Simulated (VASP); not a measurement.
# Ru (R-3m) in VASP: single point with PBEsol

Aim: the single point of Ru with PBEsol.

Program: VASP 6.6.1. These are calculated values, not measurements. Logs are shortened: lines on timing, memory, paths and dates and some standing lists are left out, and cuts for length are marked.

## 1. The cell of the first run

The structure is trigonal, space group R-3m (No. 166). Conventional cell: a = 6.578 Å, b = 6.578 Å, c = 17.475 Å, α = 90.00°, β = 90.00°, γ = 120.00°. Ru (site symmetry m) has 6 Ru at 2.20 to 2.53 Å within 2.9 Å. Within 3.3 Å of Ru (site symmetry m) lie 7 Ru at 2.48 to 2.53 Å.

## 2. Single point, PBEsol

File INCAR:

```
  PREC = Accurate
  ENCUT = 560
  EDIFF = 1E-6
  ISMEAR = 0
  SIGMA = 0.1
  LREAL = False
  LASPH = True
  NELM = 120
  ALGO = Normal
  ISIF = 2
  LWAVE = False
  LCHARG = False
  GGA = PS
  NBANDS = 108
  GGA_COMPAT = False
```

File KPOINTS:

```
Automatic mesh
0
Gamma
  3 3 3
```

File POSCAR:

```
Ru
1.0
    3.2892245737      1.8990346930      5.8251235857
   -3.2892245737      1.8990346930      5.8251235857
    0.0000000000     -3.7980693861      5.8251235857
Ru
12
Direct
    0.0189411641      0.6354319856      0.0189411641
    0.0189411641      0.0189411641      0.6354319856
    0.6354319856      0.0189411641      0.0189411641
    0.9810588359      0.3645680144      0.9810588359
    0.3645680144      0.9810588359      0.9810588359
    0.9810588359      0.9810588359      0.3645680144
    0.2329426392      0.6095370139      0.2329426392
    0.2329426392      0.2329426392      0.6095370139
    0.6095370139      0.2329426392      0.2329426392
    0.7670573608      0.3904629861      0.7670573608
    0.3904629861      0.7670573608      0.7670573608
    0.7670573608      0.7670573608      0.3904629861
```

Potentials or basis: VASP PAW PBE potentials, release 64 (Ru_sv).

Command:

```sh
$ cat potpaw_PBE.64/Ru_sv/POTCAR > POTCAR
$ mpirun -np 1 vasp_std > vasp.out
```

OUTCAR:

```text
PREC = Accurate
   ENCUT = 560
   EDIFF = 1E-6
   ISMEAR = 0
   LREAL = False
   LASPH = True
   NELM = 120
   ISIF = 2
   GGA = PS

 ion  position               nearest neighbor table
   1  0.019  0.635  0.019-   4 2.20   7 2.51   2 2.52   3 2.52  11 2.53  12 2.53
   2  0.019  0.019  0.635-   6 2.20   8 2.51   1 2.52   3 2.52  10 2.53  11 2.53
   3  0.635  0.019  0.019-   5 2.20   9 2.51   2 2.52   1 2.52  10 2.53  12 2.53
   4  0.981  0.365  0.981-   1 2.20  10 2.51   6 2.52   5 2.52   9 2.53   8 2.53
   5  0.365  0.981  0.981-   3 2.20  11 2.51   6 2.52   4 2.52   7 2.53   8 2.53
   6  0.981  0.981  0.365-   2 2.20  12 2.51   5 2.52   4 2.52   9 2.53   7 2.53
   7  0.233  0.610  0.233-   8 2.48   9 2.48   1 2.51  11 2.53  12 2.53   5 2.53   6 2.53
   8  0.233  0.233  0.610-   7 2.48   9 2.48   2 2.51  10 2.53  11 2.53   4 2.53   5 2.53
   9  0.610  0.233  0.233-   8 2.48   7 2.48   3 2.51  10 2.53  12 2.53   4 2.53   6 2.53
  10  0.767  0.390  0.767-  12 2.48  11 2.48   4 2.51   9 2.53   8 2.53   3 2.53   2 2.53
  11  0.390  0.767  0.767-  12 2.48  10 2.48   5 2.51   7 2.53   8 2.53   1 2.53   2 2.53
  12  0.767  0.767  0.390-  10 2.48  11 2.48   6 2.51   7 2.53   9 2.53   3 2.53   1 2.53

  LATTYP: Found a trigonal (rhomboedric) cell.
 ALAT       =     6.9539482203
 COS(alpha) =     0.5525400777

  Lattice vectors:

 A1 = (   3.2892245737,   1.8990346930,   5.8251235857)
 A2 = (  -3.2892245737,   1.8990346930,   5.8251235857)
 A3 = (   0.0000000000,  -3.7980693861,   5.8251235857)

Analysis of symmetry for initial positions (statically):
=====================================================================
 Subroutine PRICEL returns:
 Original cell was already a primitive cell.

 Routine SETGRP: Setting up the symmetry group for a
 trigonal (rhombohedral) supercell.

 Subroutine GETGRP returns: Found 12 space group operations
 (whereof 12 operations were pure point group operations)
 out of a pool of 12 trial point group operations.

The static configuration has the point symmetry D_3d.

Analysis of symmetry for dynamics (positions and initial velocities):
=====================================================================
 Subroutine PRICEL returns:
 Original cell was already a primitive cell.

 Routine SETGRP: Setting up the symmetry group for a
 trigonal (rhombohedral) supercell.

 Subroutine GETGRP returns: Found 12 space group operations
 (whereof 12 operations were pure point group operations)
 out of a pool of 12 trial point group operations.

The dynamic configuration has the point symmetry D_3d.

 Subroutine INISYM returns: Found 12 space group operations
 (whereof 12 operations are pure point group operations),
 and found     1 'primitive' translations

----------------------------------------------------------------------------------------

                                     Primitive cell

  volume of cell :     218.3146

  direct lattice vectors                    reciprocal lattice vectors
     3.289224574  1.899034693  5.825123586     0.152011512  0.087763887  0.057223393
    -3.289224574  1.899034693  5.825123586    -0.152011512  0.087763887  0.057223393
     0.000000000 -3.798069386  5.825123586     0.000000000 -0.175527774  0.057223393

  length of vectors
     6.953948220  6.953948220  6.953948220     0.184619924  0.184619924  0.184619924

  position of ions in fractional coordinates (direct lattice)
     0.018941164  0.635431986  0.018941164
     0.018941164  0.018941164  0.635431986
     0.635431986  0.018941164  0.018941164
     0.981058836  0.364568014  0.981058836
     0.364568014  0.981058836  0.981058836
     0.981058836  0.981058836  0.364568014
     0.232942639  0.609537014  0.232942639
     0.232942639  0.232942639  0.609537014
     0.609537014  0.232942639  0.232942639
     0.767057361  0.390462986  0.767057361
     0.390462986  0.767057361  0.767057361
     0.767057361  0.767057361  0.390462986

  ion indices of the primitive-cell ions
   primitive index   ion index
                 1           1
                 2           2
                 3           3
                 4           4
                 5           5
                 6           6
                 7           7
                 8           8
                 9           9
                10          10
                11          11
                12          12

----------------------------------------------------------------------------------------

 KPOINTS: Automatic mesh

Automatic generation of k-mesh.
 Grid dimensions read from file:
 generate k-points for:    3    3    3

 Generating k-lattice:

  Cartesian coordinates                     Fractional coordinates (reciprocal lattice)
     0.050670504  0.029254629  0.019074464     0.333333333  0.000000000 -0.000000000
    -0.050670504  0.029254629  0.019074464     0.000000000  0.333333333 -0.000000000
     0.000000000 -0.058509258  0.019074464     0.000000000  0.000000000  0.333333333

  Length of vectors
     0.061539975  0.061539975  0.061539975

  Shift w.r.t. Gamma in fractional coordinates (k-lattice)
     0.000000000  0.000000000  0.000000000

 Subroutine IBZKPT returns following result:
 ===========================================

 Found      6 irreducible k-points:

 Following reciprocal coordinates:
            Coordinates               Weight
  0.000000  0.000000  0.000000      1.000000
  0.333333  0.000000 -0.000000      6.000000
  0.333333  0.333333 -0.000000      6.000000
 -0.333333  0.333333  0.000000      6.000000
  0.333333  0.333333  0.333333      2.000000
 -0.333333  0.333333  0.333333      6.000000
   k-points           NKPTS =      6   k-points in BZ     NKDIM =      6   number of bands    NBANDS=    108
   number of dos      NEDOS =    301   number of ions     NIONS =     12
   total plane-waves  NPLWV = 157464
   dimension x,y,z NGX =    54 NGY =   54 NGZ =   54
   dimension x,y,z NGXF=   108 NGYF=  108 NGZF=  108
   ions per type =              12
   NGX,Y,Z   is equivalent  to a cutoff of  12.91, 12.91, 12.91 a.u.
   NGXF,Y,Z  is equivalent  to a cutoff of  25.82, 25.82, 25.82 a.u.
 SYSTEM =  unknown system
   PREC   = accura    normal or accurate (medium, high low for compatibility)
   ISTART =      0    job   : 0-new  1-cont  2-samecut
   ICHARG =      2    charge: 1-file 2-atom 10-const
   ISPIN  =      1    spin polarized calculation?
   LNONCOLLINEAR =      F non collinear calculations
   LSORBIT =      F    spin-orbit coupling
   LASPH  =      T    aspherical Exc in radial PAW
   ENCUT  =  560.0 eV  41.16 Ry    6.42 a.u.  13.42 13.42 13.42*2*pi/ulx,y,z
   NELM   =    120;   NELMIN=  2; NELMDL= -5     # of ELM steps
   EDIFF  = 0.1E-05   stopping-criterion for ELM
   LREAL  =      F    real-space projection
   EDIFFG = 0.1E-04   stopping-criterion for IOM
   NSW    =      0    number of steps for IOM
   IBRION =     -1    ionic relax: 0-MD 1-quasi-New 2-CG
   NFREE  =      0    steps in history (QN), initial steepest desc. (CG)
   ISIF   =      2    stress and relaxation
   ISYM   =      2    0-nonsym 1-usesym 2-fastsym
   POTIM  = 0.5000    time-step for ionic-motion
   TEBEG  =    0.0;   TEEND  =   0.0 temperature during run
   PSTRESS=    0.0 pullay stress
   NELECT =     192.0000    total number of electrons
   NUPDOWN=      -1.0000    fix difference up-down
   EMIN   =  10.00;   EMAX   =-10.00  energy-range for DOS
   EFERMI =   0.00;   METHOD = LEGACY
   ISMEAR =     0;   SIGMA  =   0.10  broadening in eV -4-tet -1-fermi 0-gaus
   EFERMI_NEDOS =   21; number of points for ismear=-14 and -15
   IALGO  =     38    algorithm
   IMIX   =      4    mixing-type and parameters
     AMIX     =   0.40;   BMIX     =  1.00
     AMIX_MAG =   1.60;   BMIX_MAG =  1.00
  volume/ion in A,a.u.               =      18.19       122.77
  Fermi-wavevector in a.u.,A,eV,Ry     =   1.568487  2.964011 33.472400  2.460152
  Thomas-Fermi vector in A             =   2.670511
   LORBIT       =      0    0 simple, 1 ext, 2 COOP (PROOUT), +10 PAW based schemes
   GGA     = PS    functional components
   LHFCALC =     F    Hartree Fock is set to
   AEXX    =    0.0000 exact exchange contribution
   IVDW    =     0    specifies the selected vdW correction
   LEPSILON=     F    determine dielectric tensor
   LRPA    =     F    only Hartree local field effects (RPA)
 non-spin polarized calculation
 Gauss-broadening in eV      SIGMA  =   0.10
  energy-cutoff  :      560.00
  volume of cell :      218.31
 maximum number of plane-waves:      6593
 NGX is ok and might be reduce to    54
   NGX = 27   NGY = 27   NGZ = 27

 number of electron     192.0000017 magnetization

 Free energy of the ion-electron system (eV)
  ---------------------------------------------------
  ext. energy  EPLUGINS =         0.00000000
  ---------------------------------------------------
  free energy    TOTEN  =      -109.70281410 eV

  energy without entropy =     -109.64400386  energy(sigma->0) =     -109.67340898

 E-fermi :   9.9618     XC(G=0): -12.1904

 val. band max:        9.9215247281   @ k =   0.0000   0.0000   0.0000
 cond. band min:       9.9884875367   @ k =  -0.3333   0.3333   0.0000
 fundamental gap:      0.0669628086
 Fermi energy:         9.9618226934

 k-point     1 :       0.0000    0.0000    0.0000
  band No.  band energies     occupation
      1     -63.0980      2.00000
      2     -62.9602      2.00000
      3     -62.9602      2.00000
      4     -62.8888      2.00000
      5     -62.8316      2.00000
      6     -62.8226      2.00000
[... 100 lines left out ...]
    107      11.8085      0.00000
    108      11.8310      0.00000

 k-point     2 :       0.3333    0.0000   -0.0000
  band No.  band energies     occupation
      1     -63.0721      2.00000
      2     -62.9970      2.00000
      3     -62.9602      2.00000
      4     -62.8943      2.00000
      5     -62.8490      2.00000
      6     -62.8232      2.00000
[... 100 lines left out ...]
    107      11.5555      0.00000
    108      11.6715      0.00000

 k-point     3 :       0.3333    0.3333   -0.0000
  band No.  band energies     occupation
      1     -63.0621      2.00000
      2     -62.9939      2.00000
      3     -62.9754      2.00000
      4     -62.9100      2.00000
      5     -62.8587      2.00000
      6     -62.8153      2.00000
[... 100 lines left out ...]
    107      11.4703      0.00000
    108      11.5153      0.00000

 k-point     4 :      -0.3333    0.3333    0.0000
  band No.  band energies     occupation
      1     -63.0409      2.00000
      2     -63.0182      2.00000
      3     -62.9763      2.00000
      4     -62.8938      2.00000
      5     -62.8793      2.00000
      6     -62.8203      2.00000
[... 100 lines left out ...]
    107      11.4124      0.00000
    108      11.5113      0.00000

 k-point     5 :       0.3333    0.3333    0.3333
  band No.  band energies     occupation
      1     -63.0691      2.00000
      2     -62.9753      2.00000
      3     -62.9753      2.00000
      4     -62.9548      2.00000
      5     -62.8151      2.00000
      6     -62.7874      2.00000
[... 100 lines left out ...]
    107      11.6610      0.00000
    108      11.7466      0.00000

 k-point     6 :      -0.3333    0.3333    0.3333
  band No.  band energies     occupation
      1     -63.0408      2.00000
      2     -63.0103      2.00000
      3     -62.9754      2.00000
      4     -62.9444      2.00000
      5     -62.8438      2.00000
      6     -62.7901      2.00000
[... 100 lines left out ...]
    107      11.5938      0.00000
    108      11.6235      0.00000

------------------------ aborting loop because EDIFF is reached ----------------------------------------

  FORCE on cell =-STRESS in cart. coord.  units (eV):
  Direction    XX          YY          ZZ          XY          YZ          ZX
  --------------------------------------------------------------------------------------
  -------------------------------------------------------------------------------------
  Total       -0.4738434     -0.4738434     -0.3567449      0.0000000      0.0000000      0.0000000
  in kB       -3.4774634     -3.4774634     -2.6180959      0.0000000      0.0000000      0.0000000
  external PRESSURE =      -3.1910076 kB  Pullay stress =       0.0000000 kB

 VOLUME and BASIS-vectors are now :
 -----------------------------------------------------------------------------
  energy-cutoff  :      560.00
  volume of cell :      218.31
      direct lattice vectors                 reciprocal lattice vectors
     3.289224574  1.899034693  5.825123586     0.152011512  0.087763887  0.057223393
    -3.289224574  1.899034693  5.825123586    -0.152011512  0.087763887  0.057223393
     0.000000000 -3.798069386  5.825123586     0.000000000 -0.175527774  0.057223393

 POSITION                                       TOTAL-FORCE (eV/Angst)
 -----------------------------------------------------------------------------------
     -2.02778      1.17074      3.92214        -0.019555      0.011290      0.015105
      0.00000     -2.34147      3.92214        -0.000000     -0.022580      0.015105
      2.02778      1.17074      3.92214         0.019555      0.011290      0.015105
      2.02778     -1.17074     13.55323         0.019555     -0.011290     -0.015105
     -2.02778     -1.17074     13.55323        -0.019555     -0.011290     -0.015105
      0.00000      2.34147     13.55323        -0.000000      0.022580     -0.015105
     -1.23870      0.71517      6.26447        -0.005218      0.003013     -0.005738
      0.00000     -1.43033      6.26447        -0.000000     -0.006026     -0.005738
      1.23870      0.71517      6.26447         0.005218      0.003013     -0.005738
      1.23870     -0.71517     11.21090         0.005218     -0.003013      0.005738
     -1.23870     -0.71517     11.21090        -0.005218     -0.003013      0.005738
      0.00000      1.43033     11.21090        -0.000000      0.006026      0.005738
 -----------------------------------------------------------------------------------
    total drift:                                0.000000      0.000000     -0.000000

  FREE ENERGIE OF THE ION-ELECTRON SYSTEM (eV)
  ---------------------------------------------------
  free  energy   TOTEN  =      -109.7028140982 eV

  energy  without entropy=     -109.6440038571  energy(sigma->0) =     -109.67340898
```

It took 4.2 min on 1 thread of Intel Xeon Platinum 8375C at 2.90GHz (Ice Lake), shared host; peak memory 0.43 GiB.

Results:

* Free energy: -109.7028 eV
* Pressure: -0.3 GPa
* Largest force: 0.027 eV/Å
* Band gap on the k mesh: zero (bands 96 and 97 overlap by 0.20 eV)

Forces on the atoms (eV/Å):
```
Ru  -0.020  0.011  0.015
Ru   0.000 -0.023  0.015
Ru   0.020  0.011  0.015
Ru   0.020 -0.011 -0.015
Ru  -0.020 -0.011 -0.015
Ru   0.000  0.023 -0.015
Ru  -0.005  0.003 -0.006
Ru   0.000 -0.006 -0.006
Ru   0.005  0.003 -0.006
Ru   0.005 -0.003  0.006
Ru  -0.005 -0.003  0.006
Ru   0.000  0.006  0.006
```

Caveat: the k points lie up to 0.39 Å⁻¹ apart; the PAW data sets were made with another functional, which shifts forces and pressure a little.

The gap in the log of VASP goes by the Fermi energy; the results here count the filled bands.